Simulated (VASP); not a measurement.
# C (Fd-3m) in VASP: single point with PBEsol

Aim: the single point of C with PBEsol.

Everything below comes from runs of VASP 6.6.1. Logs are shortened: lines on timing, memory, paths and dates and some standing lists are left out, and cuts for length are marked.

**1. The cell of the first run**

The structure is cubic, space group Fd-3m (No. 227). The conventional cell has a = 3.573 Å, b = 3.573 Å, c = 3.573 Å, α = 90.00°, β = 90.00°, γ = 90.00°. Within 2.1 Å of C (site symmetry -43m) lie 4 C at 1.55 Å.

**2. Single point, PBEsol**

Contents of INCAR:

```
SYSTEM = C
PREC = Accurate
ENCUT = 600
EDIFF = 1E-6
ISMEAR = -1
SIGMA = 0.0272
LREAL = .False.
LASPH = .True.
NELM = 120
ALGO = Normal
ISIF = 2
LWAVE = .False.
LCHARG = .False.
GGA = PS
NBANDS = 11
GGA_COMPAT = .False.
```

Contents of KPOINTS:

```
Automatic mesh
0
Gamma
  10 10 10
  0 0 0
```

Contents of POSCAR:

```
C
1.0
    0.0000000000      1.7863159877      1.7863159877
    1.7863159877      0.0000000000      1.7863159877
    1.7863159877      1.7863159877      0.0000000000
C
2
Direct
    0.8750000000      0.8750000000      0.8750000000
    0.1250000000      0.1250000000      0.1250000000
```

Potentials or basis: VASP PAW PBE potentials, release 64 (C).

Started as:

```sh
$ cat potpaw_PBE.64/C/POTCAR > POTCAR
$ mpirun -np 1 vasp_std > vasp.out
```

OUTCAR:

```text
SYSTEM = C
   PREC = Accurate
   ENCUT = 600
   EDIFF = 1E-6
   ISMEAR = -1
   LREAL = .False.
   LASPH = .True.
   NELM = 120
   ISIF = 2
   GGA = PS

 ion  position               nearest neighbor table
   1  0.875  0.875  0.875-   2 1.55   2 1.55   2 1.55   2 1.55
   2  0.125  0.125  0.125-   1 1.55   1 1.55   1 1.55   1 1.55

  LATTYP: Found a face centered cubic cell.
 ALAT       =     3.5726319754

  Lattice vectors:

 A1 = (   0.0000000000,   1.7863159877,   1.7863159877)
 A2 = (   1.7863159877,   0.0000000000,   1.7863159877)
 A3 = (   1.7863159877,   1.7863159877,   0.0000000000)

Analysis of symmetry for initial positions (statically):
=====================================================================
 Subroutine PRICEL returns:
 Original cell was already a primitive cell.

 Routine SETGRP: Setting up the symmetry group for a
 face centered cubic supercell.

 Subroutine GETGRP returns: Found 48 space group operations
 (whereof 12 operations were pure point group operations)
 out of a pool of 48 trial point group operations.

The static configuration has the point symmetry D_3d.
 The point group associated with its full space group is O_h .

Analysis of symmetry for dynamics (positions and initial velocities):
=====================================================================
 Subroutine PRICEL returns:
 Original cell was already a primitive cell.

 Routine SETGRP: Setting up the symmetry group for a
 face centered cubic supercell.

 Subroutine GETGRP returns: Found 48 space group operations
 (whereof 12 operations were pure point group operations)
 out of a pool of 48 trial point group operations.

The dynamic configuration has the point symmetry D_3d.
 The point group associated with its full space group is O_h .

 Subroutine INISYM returns: Found 48 space group operations
 (whereof 12 operations are pure point group operations),
 and found     1 'primitive' translations

----------------------------------------------------------------------------------------

                                     Primitive cell

  volume of cell :      11.4000

  direct lattice vectors                    reciprocal lattice vectors
     0.000000000  1.786315988  1.786315988    -0.279905685  0.279905685  0.279905685
     1.786315988  0.000000000  1.786315988     0.279905685 -0.279905685  0.279905685
     1.786315988  1.786315988  0.000000000     0.279905685  0.279905685 -0.279905685

  length of vectors
     2.526232296  2.526232296  2.526232296     0.484810868  0.484810868  0.484810868

  position of ions in fractional coordinates (direct lattice)
     0.875000000  0.875000000  0.875000000
     0.125000000  0.125000000  0.125000000

  ion indices of the primitive-cell ions
   primitive index   ion index
                 1           1
                 2           2

----------------------------------------------------------------------------------------

 KPOINTS: Automatic mesh

Automatic generation of k-mesh.
 Grid dimensions read from file:
 generate k-points for:   10   10   10

 Generating k-lattice:

  Cartesian coordinates                     Fractional coordinates (reciprocal lattice)
    -0.027990568  0.027990568  0.027990568     0.100000000  0.000000000  0.000000000
     0.027990568 -0.027990568  0.027990568     0.000000000  0.100000000  0.000000000
     0.027990568  0.027990568 -0.027990568     0.000000000  0.000000000  0.100000000

  Length of vectors
     0.048481087  0.048481087  0.048481087

  Shift w.r.t. Gamma in fractional coordinates (k-lattice)
     0.000000000  0.000000000  0.000000000

 Subroutine IBZKPT returns following result:
 ===========================================

 Found     47 irreducible k-points:

 Following reciprocal coordinates:
            Coordinates               Weight
  0.000000  0.000000  0.000000      1.000000
  0.100000  0.000000  0.000000      8.000000
  0.200000  0.000000  0.000000      8.000000
  0.300000  0.000000  0.000000      8.000000
  0.400000  0.000000  0.000000      8.000000
  0.500000  0.000000  0.000000      4.000000
[... 16 lines left out ...]
  0.300000  0.300000  0.000000      6.000000
  0.400000  0.300000  0.000000     24.000000
 [... further k-points ...]
   k-points           NKPTS =     47   k-points in BZ     NKDIM =     47   number of bands    NBANDS=     11
   number of dos      NEDOS =    301   number of ions     NIONS =      2
   total plane-waves  NPLWV =   8000
   dimension x,y,z NGX =    20 NGY =   20 NGZ =   20
   dimension x,y,z NGXF=    40 NGYF=   40 NGZF=   40
   ions per type =               2
   NGX,Y,Z   is equivalent  to a cutoff of  13.16, 13.16, 13.16 a.u.
   NGXF,Y,Z  is equivalent  to a cutoff of  26.32, 26.32, 26.32 a.u.
 SYSTEM =  C
   PREC   = accura    normal or accurate (medium, high low for compatibility)
   ISTART =      0    job   : 0-new  1-cont  2-samecut
   ICHARG =      2    charge: 1-file 2-atom 10-const
   ISPIN  =      1    spin polarized calculation?
   LNONCOLLINEAR =      F non collinear calculations
   LSORBIT =      F    spin-orbit coupling
   LASPH  =      T    aspherical Exc in radial PAW
   ENCUT  =  600.0 eV  44.10 Ry    6.64 a.u.   5.05  5.05  5.05*2*pi/ulx,y,z
   NELM   =    120;   NELMIN=  2; NELMDL= -5     # of ELM steps
   EDIFF  = 0.1E-05   stopping-criterion for ELM
   LREAL  =      F    real-space projection
   EDIFFG = 0.1E-04   stopping-criterion for IOM
   NSW    =      0    number of steps for IOM
   IBRION =     -1    ionic relax: 0-MD 1-quasi-New 2-CG
   NFREE  =      0    steps in history (QN), initial steepest desc. (CG)
   ISIF   =      2    stress and relaxation
   ISYM   =      2    0-nonsym 1-usesym 2-fastsym
   POTIM  = 0.5000    time-step for ionic-motion
   TEBEG  =    0.0;   TEEND  =   0.0 temperature during run
   PSTRESS=    0.0 pullay stress
   NELECT =       8.0000    total number of electrons
   NUPDOWN=      -1.0000    fix difference up-down
   EMIN   =  10.00;   EMAX   =-10.00  energy-range for DOS
   EFERMI =   0.00;   METHOD = LEGACY
   ISMEAR =    -1;   SIGMA  =   0.03  broadening in eV -4-tet -1-fermi 0-gaus
   EFERMI_NEDOS =   21; number of points for ismear=-14 and -15
   IALGO  =     38    algorithm
   IMIX   =      4    mixing-type and parameters
     AMIX     =   0.40;   BMIX     =  1.00
     AMIX_MAG =   1.60;   BMIX_MAG =  1.00
  volume/ion in A,a.u.               =       5.70        38.47
  Fermi-wavevector in a.u.,A,eV,Ry     =   1.454800  2.749173 28.795945  2.116442
  Thomas-Fermi vector in A             =   2.571908
   LORBIT       =      0    0 simple, 1 ext, 2 COOP (PROOUT), +10 PAW based schemes
   GGA     = PS    functional components
   LHFCALC =     F    Hartree Fock is set to
   AEXX    =    0.0000 exact exchange contribution
   IVDW    =     0    specifies the selected vdW correction
   LEPSILON=     F    determine dielectric tensor
   LRPA    =     F    only Hartree local field effects (RPA)
 non-spin polarized calculation
  energy-cutoff  :      600.00
  volume of cell :       11.40
 maximum number of plane-waves:       392
   NGX =  9   NGY =  9   NGZ =  9

 number of electron       7.9999999 magnetization

 Free energy of the ion-electron system (eV)
  ---------------------------------------------------
  ext. energy  EPLUGINS =         0.00000000
  ---------------------------------------------------
  free energy    TOTEN  =       -19.25144809 eV

  energy without entropy =      -19.25144809  energy(sigma->0) =      -19.25144809

 E-fermi :  10.1375     XC(G=0): -13.4084

 val. band max:        9.6366856670   @ k =   0.0000   0.0000   0.0000
 cond. band min:      13.6619037412   @ k =   0.4000   0.4000   0.0000
 fundamental gap:      4.0252180742
 Fermi energy:        10.1375039950

 k-point     1 :       0.0000    0.0000    0.0000
  band No.  band energies     occupation
      1     -11.8181      2.00000
      2       9.6367      2.00000
      3       9.6367      2.00000
      4       9.6367      2.00000
      5      15.1625      0.00000
      6      15.1625      0.00000
      7      15.1625      0.00000
      8      22.8923      0.00000
      9      28.5312      0.00000
     10      36.0504      0.00000
     11      36.0504      0.00000

 k-point     2 :       0.1000    0.0000    0.0000
  band No.  band energies     occupation
      1     -11.5418      2.00000
      2       7.9563      2.00000
      3       9.1885      2.00000
      4       9.1885      2.00000
      5      15.7495      0.00000
      6      15.7495      0.00000
      7      16.1039      0.00000
      8      23.1193      0.00000
      9      28.9839      0.00000
     10      33.4295      0.00000
     11      33.4295      0.00000

 k-point     3 :       0.2000    0.0000    0.0000
  band No.  band energies     occupation
      1     -10.7168      2.00000
      2       4.7483      2.00000
      3       8.3118      2.00000
      4       8.3118      2.00000
      5      16.8764      0.00000
      6      16.8764      0.00000
      7      17.3027      0.00000
      8      23.7448      0.00000
      9      29.7668      0.00000
     10      31.9111      0.00000
     11      31.9111      0.00000

 k-point     4 :       0.3000    0.0000    0.0000
  band No.  band energies     occupation
      1      -9.3630      2.00000
      2       1.3481      2.00000
      3       7.5225      2.00000
      4       7.5225      2.00000
      5      17.6878      0.00000
      6      17.6878      0.00000
      7      17.9896      0.00000
      8      24.4939      0.00000
      9      30.1253      0.00000
     10      32.1760      0.00000
     11      32.1760      0.00000
[... 239 lines left out ...]
 k-point    22 :      -0.2000    0.2000    0.0000
  band No.  band energies     occupation
      1      -8.9153      2.00000
      2       2.6677      2.00000
      3       3.6082      2.00000
      4       7.6520      2.00000
      5      18.0521      0.00000
      6      18.1215      0.00000
      7      20.0239      0.00000
      8      23.1507      0.00000
      9      29.4577      0.00000
     10      30.2880      0.00000
     11      33.3324      0.00000

 k-point    23 :       0.3000    0.3000    0.0000
  band No.  band energies     occupation
      1      -8.5482      2.00000
      2       3.5815      2.00000
      3       4.7408      2.00000
      4       4.7408      2.00000
      5      13.7501      0.00000
      6      18.1177      0.00000
      7      22.6483      0.00000
      8      22.6483      0.00000
      9      30.2737      0.00000
     10      32.1626      0.00000
     11      40.2481      0.00000

 k-point    24 :       0.4000    0.3000    0.0000
  band No.  band energies     occupation
      1      -7.2297      2.00000
      2       1.6071      2.00000
      3       3.6361      2.00000
      4       4.2703      2.00000
      5      14.2977      0.00000
      6      17.4650      0.00000
      7      23.6284      0.00000
      8      23.6834      0.00000
      9      31.1763      0.00000
     10      32.2259      0.00000
     11      40.1797      0.00000

 [... further k-points ...]
[... 5 lines left out ...]
  --------------------------------------------------------------------------------------
  -------------------------------------------------------------------------------------
  Total       -0.4653825     -0.4653825     -0.4653825      0.0000000      0.0000000     -0.0000000
  in kB      -65.4057284    -65.4057284    -65.4057284      0.0000000      0.0000000     -0.0000000
  external PRESSURE =     -65.4057284 kB  Pullay stress =       0.0000000 kB

 VOLUME and BASIS-vectors are now :
 -----------------------------------------------------------------------------
  energy-cutoff  :      600.00
  volume of cell :       11.40
      direct lattice vectors                 reciprocal lattice vectors
     0.000000000  1.786315988  1.786315988    -0.279905685  0.279905685  0.279905685
     1.786315988  0.000000000  1.786315988     0.279905685 -0.279905685  0.279905685
     1.786315988  1.786315988  0.000000000     0.279905685  0.279905685 -0.279905685

 POSITION                                       TOTAL-FORCE (eV/Angst)
 -----------------------------------------------------------------------------------
      3.12605      3.12605      3.12605         0.000000      0.000000      0.000000
      0.44658      0.44658      0.44658        -0.000000     -0.000000     -0.000000
 -----------------------------------------------------------------------------------
    total drift:                                0.000000      0.000000     -0.000000

  FREE ENERGIE OF THE ION-ELECTRON SYSTEM (eV)
  ---------------------------------------------------
  free  energy   TOTEN  =       -19.2514480889 eV

  energy  without entropy=      -19.2514480889  energy(sigma->0) =      -19.25144809
```

It used 7.1 s of CPU time on 1 thread of AMD EPYC 7R13 Processor (Zen 3), with other jobs on the host.

Results:

| Item | Value |
| --- | --- |
| Free energy | -19.2514 eV |
| Pressure | -6.5 GPa |
| Band gap on the k mesh | 4.03 eV, indirect (least direct gap 5.53 eV) |

Levels at points of the mesh, in eV from the valence-band top:
```csv
k point,band 1,band 2,band 3,band 4,band 5,band 6,band 7,band 8,band 9
"(0.00, 0.00, 0.00)",-21.45,0.00,0.00,0.00,5.53,5.53,5.53,13.26,18.89
"(0.50, 0.00, 0.00)",-15.65,-13.41,-2.80,-2.80,8.36,8.36,8.77,15.44,21.57
"(0.50, 0.50, 0.00)",-12.74,-12.74,-6.31,-6.31,4.59,4.59,16.71,16.71,22.98
```

Caveat: the PAW data sets were made with another functional, which shifts forces and pressure a little.
